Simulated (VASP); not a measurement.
# O2 in VASP: single point with PBEsol

Aim: the single point of O2 with PBEsol.

Everything below comes from runs of VASP 6.6.1. Logs are shortened: lines on timing, memory, paths and dates and some standing lists are left out, and cuts for length are marked.

## (1) The cell of the first run

The cell holds a molecule in a box, 2 atoms: a = 9.000 Å, b = 9.500 Å, c = 10.000 Å, α = 90.00°, β = 90.00°, γ = 90.00°.

## (2) Single point, PBEsol, collinear spin, ferromagnetic start

Input file INCAR:

```
ALGO = Normal ; EDIFF = 1E-6
ENCUT = 1000 ; GGA = PS
GGA_COMPAT = False ; ISIF = 2
ISMEAR = -1 ; ISPIN = 2
LASPH = True ; LCHARG = False
LORBIT = 11 ; LREAL = False
LWAVE = False ; MAGMOM = 1 1
NBANDS = 17 ; NELM = 200
NELMDL = -8 ; PREC = Accurate
SIGMA = 0.02
```

Input file KPOINTS:

```
k-points
0
Gamma
  1 1 1
```

Input file POSCAR:

```
O
1.0
    9.0000000000      0.0000000000      0.0000000000
    0.0000000000      9.5000000000      0.0000000000
    0.0000000000      0.0000000000     10.0000000000
O
2
Direct
    0.5000000000      0.5000000000      0.4394958661
    0.5000000000      0.5000000000      0.5605041339
```

Potentials or basis: VASP PAW PBE potentials, release 64 (O_h).

Run with:

```sh
> cat potpaw_PBE.64/O_h/POTCAR > POTCAR
> mpirun -np 1 vasp_gam > vasp.out
```

OUTCAR:

```text
EDIFF = 1E-6
   ENCUT = 1000
   GGA = PS
   ISIF = 2
   ISMEAR = -1
   ISPIN = 2
   LASPH = True
   LORBIT = 11
   LREAL = False
   NELM = 200
   NELMDL = -8
   PREC = Accurate

 ion  position               nearest neighbor table
   1  0.500  0.500  0.439-   2 1.21
   2  0.500  0.500  0.561-   1 1.21

  LATTYP: Found a simple orthorhombic cell.
 ALAT       =     9.0000000000
 B/A-ratio  =     1.0555555556
 C/A-ratio  =     1.1111111111

  Lattice vectors:

 A1 = (   9.0000000000,   0.0000000000,   0.0000000000)
 A2 = (   0.0000000000,   9.5000000000,   0.0000000000)
 A3 = (   0.0000000000,   0.0000000000,  10.0000000000)

Analysis of symmetry for initial positions (statically):
=====================================================================
 Subroutine PRICEL returns:
 Original cell was already a primitive cell.

 Routine SETGRP: Setting up the symmetry group for a
 simple orthorhombic supercell.

 Subroutine GETGRP returns: Found  8 space group operations
 (whereof  8 operations were pure point group operations)
 out of a pool of  8 trial point group operations.

The static configuration has the point symmetry D_2h.

Analysis of symmetry for dynamics (positions and initial velocities):
=====================================================================
 Subroutine PRICEL returns:
 Original cell was already a primitive cell.

 Routine SETGRP: Setting up the symmetry group for a
 simple orthorhombic supercell.

 Subroutine GETGRP returns: Found  8 space group operations
 (whereof  8 operations were pure point group operations)
 out of a pool of  8 trial point group operations.

The dynamic configuration has the point symmetry D_2h.

Analysis of structural, dynamic, and magnetic symmetry:
=====================================================================
 Subroutine PRICEL returns:
 Original cell was already a primitive cell.

 Routine SETGRP: Setting up the symmetry group for a
 simple orthorhombic supercell.

 Subroutine GETGRP returns: Found  8 space group operations
 (whereof  8 operations were pure point group operations)
 out of a pool of  8 trial point group operations.

The overall configuration has the point symmetry D_2h.

 Subroutine INISYM returns: Found  8 space group operations
 (whereof  8 operations are pure point group operations),
 and found     1 'primitive' translations

----------------------------------------------------------------------------------------

                                     Primitive cell

  volume of cell :     855.0000

  direct lattice vectors                    reciprocal lattice vectors
     9.000000000  0.000000000  0.000000000     0.111111111  0.000000000  0.000000000
     0.000000000  9.500000000  0.000000000     0.000000000  0.105263158  0.000000000
     0.000000000  0.000000000 10.000000000     0.000000000  0.000000000  0.100000000

  length of vectors
     9.000000000  9.500000000 10.000000000     0.111111111  0.105263158  0.100000000

  position of ions in fractional coordinates (direct lattice)
     0.500000000  0.500000000  0.439495866
     0.500000000  0.500000000  0.560504134

  ion indices of the primitive-cell ions
   primitive index   ion index
                 1           1
                 2           2

----------------------------------------------------------------------------------------

 KPOINTS: k-points

Automatic generation of k-mesh.
 Grid dimensions read from file:
 generate k-points for:    1    1    1

 Generating k-lattice:

  Cartesian coordinates                     Fractional coordinates (reciprocal lattice)
     0.111111111  0.000000000  0.000000000     1.000000000  0.000000000  0.000000000
     0.000000000  0.105263158  0.000000000     0.000000000  1.000000000  0.000000000
     0.000000000  0.000000000  0.100000000     0.000000000  0.000000000  1.000000000

  Length of vectors
     0.111111111  0.105263158  0.100000000

  Shift w.r.t. Gamma in fractional coordinates (k-lattice)
     0.000000000  0.000000000  0.000000000

 Subroutine IBZKPT returns following result:
 ===========================================

 Found      1 irreducible k-points:

 Following reciprocal coordinates:
            Coordinates               Weight
  0.000000  0.000000  0.000000      1.000000
   k-points           NKPTS =      1   k-points in BZ     NKDIM =      1   number of bands    NBANDS=     17
   number of dos      NEDOS =    301   number of ions     NIONS =      2
   total plane-waves  NPLWV = ******
   dimension x,y,z NGX =    96 NGY =   98 NGZ =  108
   dimension x,y,z NGXF=   192 NGYF=  196 NGZF=  216
   ions per type =               2
   NGX,Y,Z   is equivalent  to a cutoff of  17.73, 17.15, 17.95 a.u.
   NGXF,Y,Z  is equivalent  to a cutoff of  35.47, 34.30, 35.91 a.u.
 SYSTEM =  unknown system
   PREC   = accura    normal or accurate (medium, high low for compatibility)
   ISTART =      0    job   : 0-new  1-cont  2-samecut
   ICHARG =      2    charge: 1-file 2-atom 10-const
   ISPIN  =      2    spin polarized calculation?
   LNONCOLLINEAR =      F non collinear calculations
   LSORBIT =      F    spin-orbit coupling
   LASPH  =      T    aspherical Exc in radial PAW
   ENCUT  = 1000.0 eV  73.50 Ry    8.57 a.u.  23.21 24.50 25.78*2*pi/ulx,y,z
   NELM   =    200;   NELMIN=  2; NELMDL= -8     # of ELM steps
   EDIFF  = 0.1E-05   stopping-criterion for ELM
   LREAL  =      F    real-space projection
   EDIFFG = 0.1E-04   stopping-criterion for IOM
   NSW    =      0    number of steps for IOM
   IBRION =     -1    ionic relax: 0-MD 1-quasi-New 2-CG
   NFREE  =      0    steps in history (QN), initial steepest desc. (CG)
   ISIF   =      2    stress and relaxation
   ISYM   =      2    0-nonsym 1-usesym 2-fastsym
   POTIM  = 0.5000    time-step for ionic-motion
   TEBEG  =    0.0;   TEEND  =   0.0 temperature during run
   PSTRESS=    0.0 pullay stress
   NELECT =      12.0000    total number of electrons
   NUPDOWN=      -1.0000    fix difference up-down
   EMIN   =  10.00;   EMAX   =-10.00  energy-range for DOS
   EFERMI =   0.00;   METHOD = LEGACY
   ISMEAR =    -1;   SIGMA  =   0.02  broadening in eV -4-tet -1-fermi 0-gaus
   EFERMI_NEDOS =   21; number of points for ismear=-14 and -15
   IALGO  =     38    algorithm
   IMIX   =      4    mixing-type and parameters
     AMIX     =   0.40;   BMIX     =  1.00
     AMIX_MAG =   1.60;   BMIX_MAG =  1.00
  volume/ion in A,a.u.               =     427.50      2884.91
  Fermi-wavevector in a.u.,A,eV,Ry     =   0.394893  0.746240  2.121703  0.155941
  Thomas-Fermi vector in A             =   1.339966
   LORBIT       =     11    0 simple, 1 ext, 2 COOP (PROOUT), +10 PAW based schemes
   GGA     = PS    functional components
   LHFCALC =     F    Hartree Fock is set to
   AEXX    =    0.0000 exact exchange contribution
   IVDW    =     0    specifies the selected vdW correction
   LEPSILON=     F    determine dielectric tensor
   LRPA    =     F    only Hartree local field effects (RPA)
 spin polarized calculation
  energy-cutoff  :     1000.00
  volume of cell :      855.00
 maximum number of plane-waves:     30729
 NGX is ok and might be reduce to    96
   NGX = 47   NGY = 49   NGZ = 51

 number of electron      11.9999996 magnetization       1.9999996

 Free energy of the ion-electron system (eV)
  ---------------------------------------------------
  ext. energy  EPLUGINS =         0.00000000
  ---------------------------------------------------
  free energy    TOTEN  =       -10.45286406 eV

  energy without entropy =      -10.45286406  energy(sigma->0) =      -10.45286406

 E-fermi :  -6.0718     XC(G=0):  -0.6186

 val. band max:       -6.5828258955   @ k =   0.0000   0.0000   0.0000
 cond. band min:      -4.3116349084   @ k =   0.0000   0.0000   0.0000
 fundamental gap:      2.2711909872
 Fermi energy:        -6.0718133655

 spin component 1

 k-point     1 :       0.0000    0.0000    0.0000
  band No.  band energies     occupation
      1     -32.6961      1.00000
      2     -20.2328      1.00000
      3     -13.3820      1.00000
      4     -13.3314      1.00000
      5     -13.3314      1.00000
      6      -6.5829      1.00000
      7      -6.5828      1.00000
      8      -0.2479      0.00000
      9       0.9807      0.00000
     10       1.3068      0.00000
     11       1.3076      0.00000
     12       1.4687      0.00000
     13       1.5670      0.00000
     14       1.7497      0.00000
     15       2.5515      0.00000
     16       2.8248      0.00000
     17       2.9162      0.00000
 Fermi energy:        -6.0718133655

 spin component 2

 k-point     1 :       0.0000    0.0000    0.0000
  band No.  band energies     occupation
      1     -31.4641      1.00000
      2     -18.4496      1.00000
      3     -12.3589      1.00000
      4     -11.4925      1.00000
      5     -11.4925      1.00000
      6      -4.3116      0.00000
      7      -4.3116      0.00000
      8      -0.1383      0.00000
      9       1.1968      0.00000
     10       1.3662      0.00000
     11       1.4380      0.00000
     12       1.6094      0.00000
     13       1.6321      0.00000
     14       1.8208      0.00000
     15       2.7712      0.00000
     16       2.9938      0.00000
     17       3.0038      0.00000

------------------------ aborting loop because EDIFF is reached ----------------------------------------

  FORCE on cell =-STRESS in cart. coord.  units (eV):
  Direction    XX          YY          ZZ          XY          YZ          ZX
  --------------------------------------------------------------------------------------
  -------------------------------------------------------------------------------------
  Total       -0.0094793     -0.0077612      0.2327749     -0.0000000      0.0000000      0.0000000
  in kB       -0.0177632     -0.0145437      0.4361949     -0.0000000      0.0000000      0.0000000
  external PRESSURE =       0.1346293 kB  Pullay stress =       0.0000000 kB

 VOLUME and BASIS-vectors are now :
 -----------------------------------------------------------------------------
  energy-cutoff  :     1000.00
  volume of cell :      855.00
      direct lattice vectors                 reciprocal lattice vectors
     9.000000000  0.000000000  0.000000000     0.111111111  0.000000000  0.000000000
     0.000000000  9.500000000  0.000000000     0.000000000  0.105263158  0.000000000
     0.000000000  0.000000000 10.000000000     0.000000000  0.000000000  0.100000000

 POSITION                                       TOTAL-FORCE (eV/Angst)
 -----------------------------------------------------------------------------------
      4.50000      4.75000      4.39496         0.000000      0.000000     -0.199394
      4.50000      4.75000      5.60504         0.000000      0.000000      0.199394
 -----------------------------------------------------------------------------------
    total drift:                                0.000000      0.000000     -0.000000

  FREE ENERGIE OF THE ION-ELECTRON SYSTEM (eV)
  ---------------------------------------------------
  free  energy   TOTEN  =       -10.4528640610 eV

  energy  without entropy=      -10.4528640610  energy(sigma->0) =      -10.45286406

 total charge

# of ion       s       p       d       tot
------------------------------------------
    1        1.082   2.219   0.000   3.302
    2        1.082   2.219   0.000   3.302
--------------------------------------------------
tot          2.165   4.438   0.000   6.603

 magnetization (x)

# of ion       s       p       d       tot
------------------------------------------
    1        0.013   0.606   0.000   0.619
    2        0.013   0.606   0.000   0.619
--------------------------------------------------
tot          0.026   1.213   0.000   1.239
```

It took 3 min on 1 thread of AMD EPYC 9R45 (Zen 5), shared host; peak memory 2.1 GiB.

What came out:

```yaml
Free_energy: -10.4529 eV
Largest_force: 0.199 eV/Å
Gap_between_the_frontier_levels: 2.27 eV
Net_moment: 2.00 μB per cell
Site_moments: O +0.62 μB
Valence_electrons_inside_the_program's_atomic_spheres: O 3.30
```

Forces in eV/Å, atoms in the order of the input:
```
O    0.000  0.000 -0.199
O    0.000  0.000  0.199
```

Caveat: the PAW data sets were made with another functional, which shifts forces and pressure a little.
